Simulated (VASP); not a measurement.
# In2PtSe2 (Cmmm) in VASP: single point with PBE

Aim: the single point of In2PtSe2 with PBE.

All numbers are computed with VASP 6.6.1; they aren't measurements. Logs are shortened: lines on timing, memory, paths and dates and some standing lists are left out, and cuts for length are marked.

## 1. The cell of the first run

Symmetry: Cmmm, No. 65, orthorhombic system. The conventional cell has a = 5.732 Å, b = 8.212 Å, c = 6.120 Å, α = 90.00°, β = 90.00°, γ = 90.00°. Within 3.8 Å of In (site symmetry 2/m) lie 2 In at 2.87 Å and 2 Se at 3.06 Å. Pt (site symmetry mmm) has 4 Se at 2.50 Å within 3.3 Å. Within 3.3 Å of Se (site symmetry 2/m) lie 2 Pt at 2.50 Å and 2 Se at 2.87 Å and 2 In at 3.06 Å.

The cell was generated, and may not be a known phase.

## 2. Single point, PBE, collinear spin

Contents of INCAR:

```
SYSTEM = In2PtSe2
PREC = Accurate
ENCUT = 520
EDIFF = 1E-6
ISMEAR = 0
SIGMA = 0.1
LREAL = .FALSE.
LASPH = .TRUE.
NELM = 150
ALGO = Normal
ISIF = 2
LWAVE = .FALSE.
LCHARG = .FALSE.
ISPIN = 2
MAGMOM = 0 0 1 0 0
LORBIT = 11
LMAXMIX = 4
GGA = PE
NBANDS = 36
```

Contents of KPOINTS:

```
regular mesh
0
G
  4 4 4
  0 0 0
```

Contents of POSCAR:

```
In2PtSe2
1.0
    2.8658213146     -4.1061194854      0.0000000000
    2.8658213146      4.1061194854      0.0000000000
    0.0000000000      0.0000000000      6.1203682255
In Pt Se
2 1 2
Direct
    0.0000000000      0.5000000000      0.0000000000
    0.5000000000      0.0000000000      0.0000000000
    0.0000000000      0.0000000000      0.5000000000
    0.0000000000      0.5000000000      0.5000000000
    0.5000000000      0.0000000000      0.5000000000
```

Potentials or basis: VASP PAW PBE potentials, release 64 (In_d, Pt, Se).

Started as:

```
$ cat potpaw_PBE.64/In_d/POTCAR potpaw_PBE.64/Pt/POTCAR potpaw_PBE.64/Se/POTCAR > POTCAR
$ mpirun -np 1 vasp_std > vasp.out
```

OUTCAR:

```text
SYSTEM = In2PtSe2
   PREC = Accurate
   ENCUT = 520
   EDIFF = 1E-6
   ISMEAR = 0
   LREAL = .FALSE.
   LASPH = .TRUE.
   NELM = 150
   ISIF = 2
   ISPIN = 2
   LORBIT = 11
   GGA = PE

 ion  position               nearest neighbor table
   1  0.000  0.500  0.000-   2 2.87   2 2.87   4 3.06   4 3.06
   2  0.500  0.000  0.000-   1 2.87   1 2.87   5 3.06   5 3.06
   3  0.000  0.000  0.500-   4 2.50   5 2.50   4 2.50   5 2.50
   4  0.000  0.500  0.500-   3 2.50   3 2.50   1 3.06   1 3.06
   5  0.500  0.000  0.500-   3 2.50   3 2.50   2 3.06   2 3.06

  LATTYP: Found a base centered orthorhombic cell.
 ALAT       =     5.7316426292
 B/A-ratio  =     1.4327897781
 C/A-ratio  =     1.0678209758

  Lattice vectors:

 A1 = (   2.8658213146,  -4.1061194854,   0.0000000000)
 A2 = (   2.8658213146,   4.1061194854,   0.0000000000)
 A3 = (   0.0000000000,   0.0000000000,   6.1203682255)

Analysis of symmetry for initial positions (statically):
=====================================================================
 Subroutine PRICEL returns:
 Original cell was already a primitive cell.

 Routine SETGRP: Setting up the symmetry group for a
 base centered orthorhombic supercell.

 Subroutine GETGRP returns: Found  8 space group operations
 (whereof  8 operations were pure point group operations)
 out of a pool of  8 trial point group operations.

The static configuration has the point symmetry D_2h.

Analysis of symmetry for dynamics (positions and initial velocities):
=====================================================================
 Subroutine PRICEL returns:
 Original cell was already a primitive cell.

 Routine SETGRP: Setting up the symmetry group for a
 base centered orthorhombic supercell.

 Subroutine GETGRP returns: Found  8 space group operations
 (whereof  8 operations were pure point group operations)
 out of a pool of  8 trial point group operations.

The dynamic configuration has the point symmetry D_2h.

Analysis of structural, dynamic, and magnetic symmetry:
=====================================================================
 Subroutine PRICEL returns:
 Original cell was already a primitive cell.

 Routine SETGRP: Setting up the symmetry group for a
 base centered orthorhombic supercell.

 Subroutine GETGRP returns: Found  8 space group operations
 (whereof  8 operations were pure point group operations)
 out of a pool of  8 trial point group operations.

The overall configuration has the point symmetry D_2h.

 Subroutine INISYM returns: Found  8 space group operations
 (whereof  8 operations are pure point group operations),
 and found     1 'primitive' translations

----------------------------------------------------------------------------------------

                                     Primitive cell

  volume of cell :     144.0417

  direct lattice vectors                    reciprocal lattice vectors
     2.865821315 -4.106119485  0.000000000     0.174470054 -0.121769472  0.000000000
     2.865821315  4.106119485  0.000000000     0.174470054  0.121769472  0.000000000
     0.000000000  0.000000000  6.120368226     0.000000000  0.000000000  0.163388862

  length of vectors
     5.007309561  5.007309561  6.120368226     0.212761848  0.212761848  0.163388862

  position of ions in fractional coordinates (direct lattice)
     1.000000000  0.500000000  0.000000000
     0.500000000  1.000000000  0.000000000
     0.000000000  0.000000000  0.500000000
     1.000000000  0.500000000  0.500000000
     0.500000000  1.000000000  0.500000000

  ion indices of the primitive-cell ions
   primitive index   ion index
                 1           1
                 2           2
                 3           3
                 4           4
                 5           5

----------------------------------------------------------------------------------------

 KPOINTS: regular mesh

Automatic generation of k-mesh.
 Grid dimensions read from file:
 generate k-points for:    4    4    4

 Generating k-lattice:

  Cartesian coordinates                     Fractional coordinates (reciprocal lattice)
     0.043617514 -0.030442368  0.000000000     0.250000000 -0.000000000  0.000000000
     0.043617514  0.030442368  0.000000000    -0.000000000  0.250000000  0.000000000
     0.000000000  0.000000000  0.040847216     0.000000000  0.000000000  0.250000000

  Length of vectors
     0.053190462  0.053190462  0.040847216

  Shift w.r.t. Gamma in fractional coordinates (k-lattice)
     0.000000000  0.000000000  0.000000000

 Subroutine IBZKPT returns following result:
 ===========================================

 Found     21 irreducible k-points:

 Following reciprocal coordinates:
            Coordinates               Weight
  0.000000  0.000000  0.000000      1.000000
  0.250000 -0.000000  0.000000      4.000000
  0.500000 -0.000000  0.000000      2.000000
  0.250000  0.250000  0.000000      2.000000
  0.500000  0.250000  0.000000      4.000000
 -0.250000  0.250000  0.000000      2.000000
[... 13 lines left out ...]
 -0.250000  0.250000  0.500000      2.000000
  0.500000  0.500000  0.500000      1.000000
   k-points           NKPTS =     21   k-points in BZ     NKDIM =     21   number of bands    NBANDS=     36
   number of dos      NEDOS =    301   number of ions     NIONS =      5
   total plane-waves  NPLWV =  76800
   dimension x,y,z NGX =    40 NGY =   40 NGZ =   48
   dimension x,y,z NGXF=    80 NGYF=   80 NGZF=   96
   ions per type =               2   1   2
   NGX,Y,Z   is equivalent  to a cutoff of  13.28, 13.28, 13.04 a.u.
   NGXF,Y,Z  is equivalent  to a cutoff of  26.56, 26.56, 26.08 a.u.
 SYSTEM =  In2PtSe2
   PREC   = accura    normal or accurate (medium, high low for compatibility)
   ISTART =      0    job   : 0-new  1-cont  2-samecut
   ICHARG =      2    charge: 1-file 2-atom 10-const
   ISPIN  =      2    spin polarized calculation?
   LNONCOLLINEAR =      F non collinear calculations
   LSORBIT =      F    spin-orbit coupling
   LASPH  =      T    aspherical Exc in radial PAW
   ENCUT  =  520.0 eV  38.22 Ry    6.18 a.u.   9.31  9.31 11.38*2*pi/ulx,y,z
   NELM   =    150;   NELMIN=  2; NELMDL= -5     # of ELM steps
   EDIFF  = 0.1E-05   stopping-criterion for ELM
   LREAL  =      F    real-space projection
   EDIFFG = 0.1E-04   stopping-criterion for IOM
   NSW    =      0    number of steps for IOM
   IBRION =     -1    ionic relax: 0-MD 1-quasi-New 2-CG
   NFREE  =      0    steps in history (QN), initial steepest desc. (CG)
   ISIF   =      2    stress and relaxation
   ISYM   =      2    0-nonsym 1-usesym 2-fastsym
   POTIM  = 0.5000    time-step for ionic-motion
   TEBEG  =    0.0;   TEEND  =   0.0 temperature during run
   PSTRESS=    0.0 pullay stress
   NELECT =      48.0000    total number of electrons
   NUPDOWN=      -1.0000    fix difference up-down
   EMIN   =  10.00;   EMAX   =-10.00  energy-range for DOS
   EFERMI =   0.00;   METHOD = LEGACY
   ISMEAR =     0;   SIGMA  =   0.10  broadening in eV -4-tet -1-fermi 0-gaus
   EFERMI_NEDOS =   21; number of points for ismear=-14 and -15
   IALGO  =     38    algorithm
   IMIX   =      4    mixing-type and parameters
     AMIX     =   0.40;   BMIX     =  1.00
     AMIX_MAG =   1.60;   BMIX_MAG =  1.00
  volume/ion in A,a.u.               =      28.81       194.41
  Fermi-wavevector in a.u.,A,eV,Ry     =   1.134991  2.144822 17.527094  1.288205
  Thomas-Fermi vector in A             =   2.271696
   LORBIT       =     11    0 simple, 1 ext, 2 COOP (PROOUT), +10 PAW based schemes
   GGA     = PE    functional components
   LHFCALC =     F    Hartree Fock is set to
   AEXX    =    0.0000 exact exchange contribution
   IVDW    =     0    specifies the selected vdW correction
   LEPSILON=     F    determine dielectric tensor
   LRPA    =     F    only Hartree local field effects (RPA)
 spin polarized calculation
 Gauss-broadening in eV      SIGMA  =   0.10
  energy-cutoff  :      520.00
  volume of cell :      144.04
 maximum number of plane-waves:      3918
 NGX is ok and might be reduce to    40
   NGX = 19   NGY = 19   NGZ = 23

 number of electron      48.0000000 magnetization      -0.0305765

 number of electron      48.0000000 magnetization       0.0003098

 Free energy of the ion-electron system (eV)
  ---------------------------------------------------
  ext. energy  EPLUGINS =         0.00000000
  ---------------------------------------------------
  free energy    TOTEN  =       -17.66400919 eV

  energy without entropy =      -17.64498725  energy(sigma->0) =      -17.65449822

 E-fermi :   4.3845     XC(G=0):  -9.1345

 val. band max:        4.3656574041   @ k =   0.2500   0.2500   0.5000
 cond. band min:       4.4163912690   @ k =   0.5000  -0.0000   0.5000
 fundamental gap:      0.0507338649
 Fermi energy:         4.3844912039

 spin component 1

 k-point     1 :       0.0000    0.0000    0.0000
  band No.  band energies     occupation
      1     -10.6362      1.00000
      2     -10.4837      1.00000
      3     -10.2449      1.00000
      4     -10.1948      1.00000
      5     -10.0933      1.00000
      6     -10.0900      1.00000
[... 28 lines left out ...]
     35      11.9458      0.00000
     36      12.6205      0.00000

 k-point     2 :       0.2500   -0.0000    0.0000
  band No.  band energies     occupation
      1     -10.4763      1.00000
      2     -10.3448      1.00000
      3     -10.1857      1.00000
      4     -10.1401      1.00000
      5     -10.1157      1.00000
      6     -10.0851      1.00000
[... 28 lines left out ...]
     35      12.3218      0.00000
     36      12.6294      0.00000
[... 700 lines left out ...]
     35      11.8604      0.00000
     36      12.8862      0.00000

 k-point    21 :       0.5000    0.5000    0.5000
  band No.  band energies     occupation
      1     -10.5336      1.00000
      2     -10.2210      1.00000
      3     -10.2001      1.00000
      4     -10.1093      1.00000
      5     -10.1064      1.00000
      6     -10.0871      1.00000
[... 28 lines left out ...]
     35      11.3059      0.00000
     36      11.6998      0.00000
 Fermi energy:         4.3844912039

 spin component 2

 k-point     1 :       0.0000    0.0000    0.0000
  band No.  band energies     occupation
      1     -10.6362      1.00000
      2     -10.4837      1.00000
      3     -10.2449      1.00000
      4     -10.1948      1.00000
      5     -10.0933      1.00000
      6     -10.0900      1.00000
[... 28 lines left out ...]
     35      11.9460      0.00000
     36      12.6199      0.00000

 k-point     2 :       0.2500   -0.0000    0.0000
  band No.  band energies     occupation
      1     -10.4763      1.00000
      2     -10.3448      1.00000
      3     -10.1857      1.00000
      4     -10.1401      1.00000
      5     -10.1157      1.00000
      6     -10.0851      1.00000
[... 28 lines left out ...]
     35      12.3218      0.00000
     36      12.6293      0.00000
[... 700 lines left out ...]
     35      11.8605      0.00000
     36      12.8855      0.00000

 k-point    21 :       0.5000    0.5000    0.5000
  band No.  band energies     occupation
      1     -10.5336      1.00000
      2     -10.2210      1.00000
      3     -10.2001      1.00000
      4     -10.1093      1.00000
      5     -10.1064      1.00000
      6     -10.0871      1.00000
[... 28 lines left out ...]
     35      11.3060      0.00000
     36      11.6998      0.00000

------------------------ aborting loop because EDIFF is reached ----------------------------------------

  FORCE on cell =-STRESS in cart. coord.  units (eV):
  Direction    XX          YY          ZZ          XY          YZ          ZX
  --------------------------------------------------------------------------------------
  -------------------------------------------------------------------------------------
  Total        0.1810388     -0.2325465     -0.1276046     -0.0000000      0.0000000      0.0000000
  in kB        2.0136961     -2.5866171     -1.4193469     -0.0000000      0.0000000      0.0000000
  external PRESSURE =      -0.6640893 kB  Pullay stress =       0.0000000 kB

 VOLUME and BASIS-vectors are now :
 -----------------------------------------------------------------------------
  energy-cutoff  :      520.00
  volume of cell :      144.04
      direct lattice vectors                 reciprocal lattice vectors
     2.865821315 -4.106119485  0.000000000     0.174470054 -0.121769472  0.000000000
     2.865821315  4.106119485  0.000000000     0.174470054  0.121769472  0.000000000
     0.000000000  0.000000000  6.120368226     0.000000000  0.000000000  0.163388862

 POSITION                                       TOTAL-FORCE (eV/Angst)
 -----------------------------------------------------------------------------------
      1.43291      2.05306      0.00000         0.000000      0.000000      0.000000
      1.43291     -2.05306      0.00000        -0.000000      0.000000      0.000000
      0.00000      0.00000      3.06018         0.000000     -0.000000      0.000000
      1.43291      2.05306      3.06018         0.000000     -0.000000      0.000000
      1.43291     -2.05306      3.06018         0.000000     -0.000000      0.000000
 -----------------------------------------------------------------------------------
    total drift:                               -0.000000      0.000000     -0.000000

  FREE ENERGIE OF THE ION-ELECTRON SYSTEM (eV)
  ---------------------------------------------------
  free  energy   TOTEN  =       -17.6640091858 eV

  energy  without entropy=      -17.6449872548  energy(sigma->0) =      -17.65449822

 total charge

# of ion       s       p       d       tot
------------------------------------------
    1        1.010   0.448   9.848  11.306
    2        1.010   0.448   9.848  11.306
    3        0.602   0.364   8.272   9.238
    4        1.486   2.198   0.065   3.749
    5        1.486   2.198   0.065   3.749
--------------------------------------------------
tot          5.595   5.656  28.097  39.348

 magnetization (x)

# of ion       s       p       d       tot
------------------------------------------
    1        0.000  -0.000  -0.000  -0.000
    2        0.000  -0.000  -0.000  -0.000
    3        0.000  -0.000   0.000   0.000
    4        0.000   0.000   0.000   0.000
    5        0.000   0.000   0.000   0.000
--------------------------------------------------
tot          0.000   0.000   0.000   0.000
```

Run time: 3.6 min. Hardware: 1 thread of Intel Xeon Platinum 8259CL at 2.50GHz (Skylake/Cascade Lake), shared host; peak memory 0.43 GiB.

Results:

```
Free energy                                           : -17.6640 eV
Pressure                                              : -0.1 GPa
Band gap on the k mesh                                : zero (filled and empty bands overlap)
Net moment                                            : 0.00 μB per cell
Valence electrons inside the program's atomic spheres : In 11.31; Pt 9.24; Se 3.75
```

Levels at points of the mesh, in eV from the Fermi level:
Spin up:
```csv
k point,band 22,band 23,band 24,band 25,band 26,band 27
"(0.00, 0.00, 0.00)",-2.04,-1.81,-0.49,-0.29,0.23,1.96
"(0.50, 0.00, 0.00)",-1.81,-1.47,-0.94,-0.44,1.90,2.39
"(0.50, 0.50, 0.00)",-1.10,-0.67,-0.65,0.23,1.40,2.27
"(0.00, 0.00, 0.50)",-1.98,-1.89,-0.49,0.11,1.50,1.75
"(0.50, 0.00, 0.50)",-1.36,-1.02,-0.44,0.03,1.10,1.74
"(0.50, 0.50, 0.50)",-1.38,-1.30,-0.09,1.23,1.33,1.44
```
Spin down:
| k point | band 20 | band 21 | band 22 | band 23 | band 24 | band 25 | band 26 | band 27 | band 28 | band 29 |
| --- | --- | --- | --- | --- | --- | --- | --- | --- | --- | --- |
| (0.00, 0.00, 0.00) | -2.26 | -2.24 | -2.04 | -1.81 | -0.49 | -0.29 | 0.23 | 1.96 | 2.80 | 3.08 |
| (0.50, 0.00, 0.00) | -2.41 | -2.26 | -1.81 | -1.47 | -0.94 | -0.44 | 1.90 | 2.39 | 3.84 | 5.06 |
| (0.50, 0.50, 0.00) | -1.61 | -1.53 | -1.10 | -0.67 | -0.65 | 0.23 | 1.40 | 2.27 | 4.21 | 4.49 |
| (0.00, 0.00, 0.50) | -2.32 | -2.30 | -1.98 | -1.89 | -0.49 | 0.11 | 1.50 | 1.75 | 2.00 | 2.62 |
| (0.50, 0.00, 0.50) | -2.26 | -2.20 | -1.36 | -1.01 | -0.44 | 0.03 | 1.10 | 1.74 | 2.15 | 2.70 |
| (0.50, 0.50, 0.50) | -1.74 | -1.41 | -1.38 | -1.30 | -0.09 | 1.23 | 1.33 | 1.44 | 3.96 | 4.56 |

Caveat: spin-orbit coupling is left out, which moves the levels of the heavy elements.

The gap in the log of VASP goes by the Fermi energy; the results here count the filled bands.